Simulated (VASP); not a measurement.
# TiN (Fm-3m) in VASP: a series of runs

TiN is run at these levels: PBEsol; tasks: single point.

All numbers are computed with VASP 6.6.1; they aren't measurements. Logs are shortened: lines on timing, memory, paths and dates and some standing lists are left out, and cuts for length are marked.

### Step 1. The cell of the first run

The structure is cubic, space group Fm-3m (No. 225). Conventional cell: a = 4.028 Å, b = 4.028 Å, c = 4.028 Å, α = 90.00°, β = 90.00°, γ = 90.00°. Within 2.7 Å of Ti (site symmetry m-3m) lie 6 N at 2.01 Å. N (site symmetry m-3m) has 6 Ti at 2.01 Å within 2.7 Å.

### Step 2. Single point, PBEsol, collinear spin (8.17 Å³/atom)

The input, INCAR:

```
PREC = Accurate
ENCUT = 520
EDIFF = 1E-7
ISMEAR = 0
SIGMA = 0.15
LREAL = False
LASPH = True
NELM = 150
ALGO = Normal
ISIF = 2
LWAVE = False
LCHARG = False
ISPIN = 2
MAGMOM = 0.875 0
LORBIT = 11
NUPDOWN = 0.875
LMAXMIX = 4
GGA = PS
NBANDS = 20
```

The input, KPOINTS:

```
regular mesh
0
Gamma
  20 20 20
```

The input, POSCAR:

```
TiN
1.0
    0.0000000000      2.0142318208      2.0142318208
    2.0142318208      0.0000000000      2.0142318208
    2.0142318208      2.0142318208      0.0000000000
Ti N
1 1
Direct
    0.0000000000      0.0000000000      0.0000000000
    0.5000000000      0.5000000000      0.5000000000
```

Potentials or basis: VASP PAW PBE potentials, release 64 (Ti_sv, N).

The run is started by

```sh
$ cat potpaw_PBE.64/Ti_sv/POTCAR potpaw_PBE.64/N/POTCAR > POTCAR
$ mpirun -np 1 vasp_std > vasp.out
```

OUTCAR:

```text
PREC = Accurate
   ENCUT = 520
   EDIFF = 1E-7
   ISMEAR = 0
   LREAL = False
   LASPH = True
   NELM = 150
   ISIF = 2
   ISPIN = 2
   LORBIT = 11
   NUPDOWN = 0.875
   GGA = PS

 ion  position               nearest neighbor table
   1  0.000  0.000  0.000-   2 2.01   2 2.01   2 2.01   2 2.01   2 2.01   2 2.01
   2  0.500  0.500  0.500-   1 2.01   1 2.01   1 2.01   1 2.01   1 2.01   1 2.01

  LATTYP: Found a face centered cubic cell.
 ALAT       =     4.0284636416

  Lattice vectors:

 A1 = (   0.0000000000,   2.0142318208,   2.0142318208)
 A2 = (   2.0142318208,   0.0000000000,   2.0142318208)
 A3 = (   2.0142318208,   2.0142318208,   0.0000000000)

Analysis of symmetry for initial positions (statically):
=====================================================================
 Subroutine PRICEL returns:
 Original cell was already a primitive cell.

 Routine SETGRP: Setting up the symmetry group for a
 face centered cubic supercell.

 Subroutine GETGRP returns: Found 48 space group operations
 (whereof 48 operations were pure point group operations)
 out of a pool of 48 trial point group operations.

The static configuration has the point symmetry O_h .

Analysis of symmetry for dynamics (positions and initial velocities):
=====================================================================
 Subroutine PRICEL returns:
 Original cell was already a primitive cell.

 Routine SETGRP: Setting up the symmetry group for a
 face centered cubic supercell.

 Subroutine GETGRP returns: Found 48 space group operations
 (whereof 48 operations were pure point group operations)
 out of a pool of 48 trial point group operations.

The dynamic configuration has the point symmetry O_h .

Analysis of structural, dynamic, and magnetic symmetry:
=====================================================================
 Subroutine PRICEL returns:
 Original cell was already a primitive cell.

 Routine SETGRP: Setting up the symmetry group for a
 face centered cubic supercell.

 Subroutine GETGRP returns: Found 48 space group operations
 (whereof 48 operations were pure point group operations)
 out of a pool of 48 trial point group operations.

The overall configuration has the point symmetry O_h .

 Subroutine INISYM returns: Found 48 space group operations
 (whereof 48 operations are pure point group operations),
 and found     1 'primitive' translations

----------------------------------------------------------------------------------------

                                     Primitive cell

  volume of cell :      16.3440

  direct lattice vectors                    reciprocal lattice vectors
     0.000000000  2.014231821  2.014231821    -0.248233592  0.248233592  0.248233592
     2.014231821  0.000000000  2.014231821     0.248233592 -0.248233592  0.248233592
     2.014231821  2.014231821  0.000000000     0.248233592  0.248233592 -0.248233592

  length of vectors
     2.848553959  2.848553959  2.848553959     0.429953193  0.429953193  0.429953193

  position of ions in fractional coordinates (direct lattice)
     0.000000000  0.000000000  0.000000000
     0.500000000  0.500000000  0.500000000

  ion indices of the primitive-cell ions
   primitive index   ion index
                 1           1
                 2           2

----------------------------------------------------------------------------------------

 KPOINTS: regular mesh

Automatic generation of k-mesh.
 Grid dimensions read from file:
 generate k-points for:   20   20   20

 Generating k-lattice:

  Cartesian coordinates                     Fractional coordinates (reciprocal lattice)
    -0.012411680  0.012411680  0.012411680     0.050000000  0.000000000  0.000000000
     0.012411680 -0.012411680  0.012411680     0.000000000  0.050000000  0.000000000
     0.012411680  0.012411680 -0.012411680     0.000000000  0.000000000  0.050000000

  Length of vectors
     0.021497660  0.021497660  0.021497660

  Shift w.r.t. Gamma in fractional coordinates (k-lattice)
     0.000000000  0.000000000  0.000000000

 Subroutine IBZKPT returns following result:
 ===========================================

 Found    256 irreducible k-points:

 Following reciprocal coordinates:
            Coordinates               Weight
  0.000000  0.000000  0.000000      1.000000
  0.050000  0.000000  0.000000      8.000000
  0.100000  0.000000  0.000000      8.000000
  0.150000  0.000000  0.000000      8.000000
  0.200000  0.000000  0.000000      8.000000
  0.250000  0.000000  0.000000      8.000000
[... 16 lines left out ...]
 -0.400000  0.050000  0.000000     24.000000
 -0.350000  0.050000  0.000000     24.000000
 [... further k-points ...]
   k-points           NKPTS =    256   k-points in BZ     NKDIM =    256   number of bands    NBANDS=     20
   number of dos      NEDOS =    301   number of ions     NIONS =      2
   total plane-waves  NPLWV =  13824
   dimension x,y,z NGX =    24 NGY =   24 NGZ =   24
   dimension x,y,z NGXF=    48 NGYF=   48 NGZF=   48
   ions per type =               1   1
   NGX,Y,Z   is equivalent  to a cutoff of  14.01, 14.01, 14.01 a.u.
   NGXF,Y,Z  is equivalent  to a cutoff of  28.01, 28.01, 28.01 a.u.
 SYSTEM =  unknown system
   PREC   = accura    normal or accurate (medium, high low for compatibility)
   ISTART =      0    job   : 0-new  1-cont  2-samecut
   ICHARG =      2    charge: 1-file 2-atom 10-const
   ISPIN  =      2    spin polarized calculation?
   LNONCOLLINEAR =      F non collinear calculations
   LSORBIT =      F    spin-orbit coupling
   LASPH  =      T    aspherical Exc in radial PAW
   ENCUT  =  520.0 eV  38.22 Ry    6.18 a.u.   5.30  5.30  5.30*2*pi/ulx,y,z
   NELM   =    150;   NELMIN=  2; NELMDL= -5     # of ELM steps
   EDIFF  = 0.1E-06   stopping-criterion for ELM
   LREAL  =      F    real-space projection
   EDIFFG = 0.1E-05   stopping-criterion for IOM
   NSW    =      0    number of steps for IOM
   IBRION =     -1    ionic relax: 0-MD 1-quasi-New 2-CG
   NFREE  =      0    steps in history (QN), initial steepest desc. (CG)
   ISIF   =      2    stress and relaxation
   ISYM   =      2    0-nonsym 1-usesym 2-fastsym
   POTIM  = 0.5000    time-step for ionic-motion
   TEBEG  =    0.0;   TEEND  =   0.0 temperature during run
   PSTRESS=    0.0 pullay stress
   NELECT =      17.0000    total number of electrons
   NUPDOWN=       0.8750    fix difference up-down
   EMIN   =  10.00;   EMAX   =-10.00  energy-range for DOS
   EFERMI =   0.00;   METHOD = LEGACY
   ISMEAR =     0;   SIGMA  =   0.15  broadening in eV -4-tet -1-fermi 0-gaus
   EFERMI_NEDOS =   21; number of points for ismear=-14 and -15
   IALGO  =     38    algorithm
   IMIX   =      4    mixing-type and parameters
     AMIX     =   0.40;   BMIX     =  1.00
     AMIX_MAG =   1.60;   BMIX_MAG =  1.00
  volume/ion in A,a.u.               =       8.17        55.15
  Fermi-wavevector in a.u.,A,eV,Ry     =   1.658715  3.134516 37.434177  2.751334
  Thomas-Fermi vector in A             =   2.746248
   LORBIT       =     11    0 simple, 1 ext, 2 COOP (PROOUT), +10 PAW based schemes
   GGA     = PS    functional components
   LHFCALC =     F    Hartree Fock is set to
   AEXX    =    0.0000 exact exchange contribution
   IVDW    =     0    specifies the selected vdW correction
   LEPSILON=     F    determine dielectric tensor
   LRPA    =     F    only Hartree local field effects (RPA)
 spin polarized calculation
 Gauss-broadening in eV      SIGMA  =   0.15
  energy-cutoff  :      520.00
  volume of cell :       16.34
 maximum number of plane-waves:       459
 NGX is ok and might be reduce to    24
   NGX = 11   NGY = 11   NGZ = 11

 number of electron      16.9999999 magnetization       0.8750000

 Free energy of the ion-electron system (eV)
  ---------------------------------------------------
  ext. energy  EPLUGINS =         0.00000000
  ---------------------------------------------------
  free energy    TOTEN  =       -19.98609557 eV

  energy without entropy =      -19.97896690  energy(sigma->0) =      -19.98253123

 E-fermi :  11.7659     XC(G=0): -14.0751

 val. band max:       14.3192303748   @ k =   0.2500   0.0500   0.0000
 cond. band min:      11.8083490665   @ k =   0.3500   0.2500   0.0000
 fundamental gap:     -2.5108813083
 Fermi energy:        14.3292134410

 spin component 1

 k-point     1 :       0.0000    0.0000    0.0000
  band No.  band energies     occupation
      1     -44.0143      1.00000
      2     -19.9460      1.00000
      3     -19.9460      1.00000
      4     -19.9460      1.00000
      5      -4.5834      1.00000
      6      11.2163      1.00000
[... 12 lines left out ...]
     19      43.4762      0.00000
     20      43.4762      0.00000
[... 507 lines left out ...]
 k-point    24 :      -0.3500    0.0500    0.0000
  band No.  band energies     occupation
      1     -43.8471      1.00000
      2     -20.9189      1.00000
      3     -20.0535      1.00000
      4     -20.0126      1.00000
      5      -2.0054      1.00000
      6       5.2611      1.00000
[... 12 lines left out ...]
     19      39.5904      0.00000
     20      41.6679      0.00000

 [... further k-points ...]

 spin component 2

 k-point     1 :       0.0000    0.0000    0.0000
  band No.  band energies     occupation
      1     -43.4202      1.00000
      2     -19.3480      1.00000
      3     -19.3480      1.00000
      4     -19.3480      1.00000
      5      -4.3063      1.00000
      6      11.4203      0.99944
[... 12 lines left out ...]
     19      43.8651      0.00000
     20      43.8651      0.00000
[... 507 lines left out ...]
 k-point    24 :      -0.3500    0.0500    0.0000
  band No.  band energies     occupation
      1     -43.2524      1.00000
      2     -20.3323      1.00000
      3     -19.4542      1.00000
      4     -19.4127      1.00000
      5      -1.7539      1.00000
      6       5.6498      1.00000
[... 12 lines left out ...]
     19      40.0183      0.00000
     20      42.0857      0.00000

 [... further k-points ...]

------------------------ aborting loop because EDIFF is reached ----------------------------------------

  FORCE on cell =-STRESS in cart. coord.  units (eV):
  Direction    XX          YY          ZZ          XY          YZ          ZX
  --------------------------------------------------------------------------------------
  -------------------------------------------------------------------------------------
  Total        5.9947244      5.9947244      5.9947244      0.0000000      0.0000000      0.0000000
  in kB      587.6536716    587.6536716    587.6536716      0.0000000      0.0000000      0.0000000
  external PRESSURE =     587.6536716 kB  Pullay stress =       0.0000000 kB

 VOLUME and BASIS-vectors are now :
 -----------------------------------------------------------------------------
  energy-cutoff  :      520.00
  volume of cell :       16.34
      direct lattice vectors                 reciprocal lattice vectors
     0.000000000  2.014231821  2.014231821    -0.248233592  0.248233592  0.248233592
     2.014231821  0.000000000  2.014231821     0.248233592 -0.248233592  0.248233592
     2.014231821  2.014231821  0.000000000     0.248233592  0.248233592 -0.248233592

 POSITION                                       TOTAL-FORCE (eV/Angst)
 -----------------------------------------------------------------------------------
      0.00000      0.00000      0.00000        -0.000000      0.000000     -0.000000
      2.01423      2.01423      2.01423         0.000000      0.000000      0.000000
 -----------------------------------------------------------------------------------
    total drift:                                0.000000     -0.000000     -0.000000

  FREE ENERGIE OF THE ION-ELECTRON SYSTEM (eV)
  ---------------------------------------------------
  free  energy   TOTEN  =       -19.9860955681 eV

  energy  without entropy=      -19.9789668990  energy(sigma->0) =      -19.98253123

 total charge

# of ion       s       p       d       tot
------------------------------------------
    1        2.225   6.330   2.211  10.766
    2        1.258   2.597   0.000   3.855
--------------------------------------------------
tot          3.483   8.927   2.211  14.621

 magnetization (x)

# of ion       s       p       d       tot
------------------------------------------
    1        0.006   0.007   0.626   0.639
    2        0.001   0.074   0.000   0.074
--------------------------------------------------
tot          0.007   0.081   0.626   0.713
```

Run time: 3.9 min. Hardware: 1 thread of Intel Xeon 8259CL, shared host; peak memory 0.25 GiB.

Results:

- Free energy: -19.9861 eV
- Pressure: 58.8 GPa
- Net moment: 0.88 μB per cell
- Site moments: Ti +0.64; N +0.07 μB
- Valence electrons inside the program's atomic spheres: Ti 10.77; N 3.85

Caveat: the cell stands under pressure; the PAW data sets were made with another functional, which shifts forces and pressure a little; the total moment is fixed, so each spin has its own Fermi level.

### Step 3. Single point, PBEsol, collinear spin (8.17 Å³/atom)

INCAR: that of step 2 with these lines changed.

```diff
@@ -2,3 +2,3 @@
 ENCUT = 520
-EDIFF = 1E-7
+EDIFF = 1E-6
 ISMEAR = 0
@@ -13,5 +13,5 @@
 ISPIN = 2
-MAGMOM = 0.875 0
+MAGMOM = 0.625 0
 LORBIT = 11
-NUPDOWN = 0.875
+NUPDOWN = 0.625
 LMAXMIX = 4
```

The input, KPOINTS:

```
Automatic mesh
0
Gamma
  20 20 20
```

POSCAR is that of step 2.

Potentials or basis: VASP PAW PBE potentials, release 64 (Ti_sv, N).

The run is started by

```sh
$ cat potpaw_PBE.64/Ti_sv/POTCAR potpaw_PBE.64/N/POTCAR > POTCAR
$ mpirun -np 1 vasp_std > vasp.out
```

OUTCAR:

```text
PREC = Accurate
   ENCUT = 520
   EDIFF = 1E-6
   ISMEAR = 0
   LREAL = False
   LASPH = True
   NELM = 150
   ISIF = 2
   ISPIN = 2
   LORBIT = 11
   NUPDOWN = 0.625
   GGA = PS

 ion  position               nearest neighbor table
   1  0.000  0.000  0.000-   2 2.01   2 2.01   2 2.01   2 2.01   2 2.01   2 2.01
   2  0.500  0.500  0.500-   1 2.01   1 2.01   1 2.01   1 2.01   1 2.01   1 2.01

  LATTYP: Found a face centered cubic cell.
 ALAT       =     4.0284636416

  Lattice vectors:

[... 1320 lines left out ...]
  external PRESSURE =     546.8343487 kB  Pullay stress =       0.0000000 kB

 VOLUME and BASIS-vectors are now :
 -----------------------------------------------------------------------------
  energy-cutoff  :      520.00
  volume of cell :       16.34
      direct lattice vectors                 reciprocal lattice vectors
     0.000000000  2.014231821  2.014231821    -0.248233592  0.248233592  0.248233592
     2.014231821  0.000000000  2.014231821     0.248233592 -0.248233592  0.248233592
     2.014231821  2.014231821  0.000000000     0.248233592  0.248233592 -0.248233592

 POSITION                                       TOTAL-FORCE (eV/Angst)
 -----------------------------------------------------------------------------------
      0.00000      0.00000      0.00000        -0.000000      0.000000      0.000000
      2.01423      2.01423      2.01423         0.000000     -0.000000     -0.000000
 -----------------------------------------------------------------------------------
    total drift:                                0.000000     -0.000000     -0.000000

  FREE ENERGIE OF THE ION-ELECTRON SYSTEM (eV)
  ---------------------------------------------------
  free  energy   TOTEN  =       -20.2356305242 eV

  energy  without entropy=      -20.2281005951  energy(sigma->0) =      -20.23186556

 total charge

# of ion       s       p       d       tot
------------------------------------------
    1        2.224   6.331   2.202  10.758
    2        1.257   2.596   0.000   3.853
--------------------------------------------------
tot          3.482   8.927   2.202  14.611

 magnetization (x)

# of ion       s       p       d       tot
------------------------------------------
    1        0.004   0.004   0.454   0.463
    2        0.000   0.049   0.000   0.049
--------------------------------------------------
tot          0.005   0.053   0.454   0.513
```

OSZICAR:

```text
N       E                     dE             d eps       ncg     rms          rms(c)
DAV:   1     0.138852859035E+03    0.13885E+03   -0.75540E+03 20872   0.104E+03
DAV:   2    -0.169945158298E+02   -0.15585E+03   -0.14427E+03 21112   0.306E+02
DAV:   3    -0.247595291568E+02   -0.77650E+01   -0.76529E+01 24716   0.704E+01
DAV:   4    -0.249093415852E+02   -0.14981E+00   -0.14963E+00 23536   0.917E+00
DAV:   5    -0.249114071591E+02   -0.20656E-02   -0.20655E-02 23860   0.967E-01    0.234E+01
DAV:   6    -0.204133608699E+02    0.44980E+01   -0.69510E+00 29488   0.446E+01    0.855E+00
DAV:   7    -0.202444239828E+02    0.16894E+00   -0.88250E-01 24392   0.110E+01    0.696E+00
DAV:   8    -0.202679724980E+02   -0.23549E-01   -0.27430E-01 31992   0.666E+00    0.373E+00
DAV:   9    -0.202371664380E+02    0.30806E-01   -0.46993E-02 26596   0.330E+00    0.922E-01
DAV:  10    -0.202354912836E+02    0.16752E-02   -0.48633E-03 26864   0.777E-01    0.384E-01
DAV:  11    -0.202356666851E+02   -0.17540E-03   -0.84702E-04 22516   0.335E-01    0.774E-02
DAV:  12    -0.202356256575E+02    0.41028E-04   -0.14444E-04 26176   0.121E-01    0.381E-02
DAV:  13    -0.202356300266E+02   -0.43691E-05   -0.26128E-05 25772   0.587E-02    0.283E-02
DAV:  14    -0.202356305242E+02   -0.49768E-06   -0.39171E-06 22468   0.170E-02
   1 F= -.20235631E+02 E0= -.20231866E+02  d E =-.752993E-02  mag=     0.6250
```

Wall time 2.7 min (1 thread of Intel Xeon 8259CL, shared host); peak memory 0.25 GiB.

Results:

```yaml
Free_energy: -20.2356 eV
Pressure: 54.7 GPa
Net_moment: 0.62 μB per cell
Site_moments: Ti +0.46; N +0.05 μB
Valence_electrons_inside_the_program's_atomic_spheres: Ti 10.76; N 3.85
```

Caveat: the cell stands under pressure; the PAW data sets were made with another functional, which shifts forces and pressure a little; the total moment is fixed, so each spin has its own Fermi level.

### Step 4. Single point, PBEsol, collinear spin (8.92 Å³/atom)

This run uses another cell than the first one, of 8.92 Å³/atom.

The input, INCAR:

```
SYSTEM = TiN
ALGO = Normal ; EDIFF = 1E-7
ENCUT = 520 ; GGA = PS
ISIF = 2 ; ISMEAR = 0
ISPIN = 2 ; LASPH = .True.
LCHARG = .False. ; LMAXMIX = 4
LORBIT = 11 ; LREAL = .False.
LWAVE = .False. ; MAGMOM = 0.5 0
NBANDS = 20 ; NELM = 150
NUPDOWN = 0.5 ; PREC = Accurate
SIGMA = 0.15
```

The input, KPOINTS:

```
k-points
0
Gamma
  20 20 20
  0 0 0
```

The input, POSCAR:

```
TiN
1.0
    0.0000000000      2.0735146868      2.0735146868
    2.0735146868      0.0000000000      2.0735146868
    2.0735146868      2.0735146868      0.0000000000
Ti N
1 1
Direct
    0.0000000000      0.0000000000      0.0000000000
    0.5000000000      0.5000000000      0.5000000000
```

The run is started by

```sh
$ cat potpaw_PBE.64/Ti_sv/POTCAR potpaw_PBE.64/N/POTCAR > POTCAR
$ mpirun -np 1 vasp_std > vasp.out
```

It took 3.5 min on 1 thread of Intel Xeon 8259CL, shared host; peak memory 0.27 GiB.

Results (log left out):

- Free energy: -20.6320 eV
- Pressure: 16.1 GPa
- Net moment: 0.50 μB per cell
- Site moments: Ti +0.38; N +0.03 μB
- Valence electrons inside the program's atomic spheres: Ti 10.54; N 3.78

Caveat: the cell stands under pressure; the PAW data sets were made with another functional, which shifts forces and pressure a little; the total moment is fixed, so each spin has its own Fermi level.

### Step 5. The runs side by side

```csv
fixed moment (μB),cell,pressure (GPa),moment (μB)
0.875,"a = 2.849 Å, angles 60.0°, 2 atoms",58.8,0.88
0.625,"a = 2.849 Å, angles 60.0°, 2 atoms",54.7,0.62
0.5,"a = 2.932 Å, angles 60.0°, 2 atoms",16.1,0.50
```

Alike in all rows: task single point; level PBEsol; potentials or basis VASP PAW PBE potentials, release 64 (Ti_sv, N); spin collinear; k mesh 20 × 20 × 20; cutoff (eV) 520; smearing gaussian 0.15 eV.

Caveats: the cell stands under pressure; the PAW data sets were made with another functional, which shifts forces and pressure a little; the total moment is fixed, so each spin has its own Fermi level.

Total energies depend on the potentials used, so only differences within one code and one set of settings carry meaning.
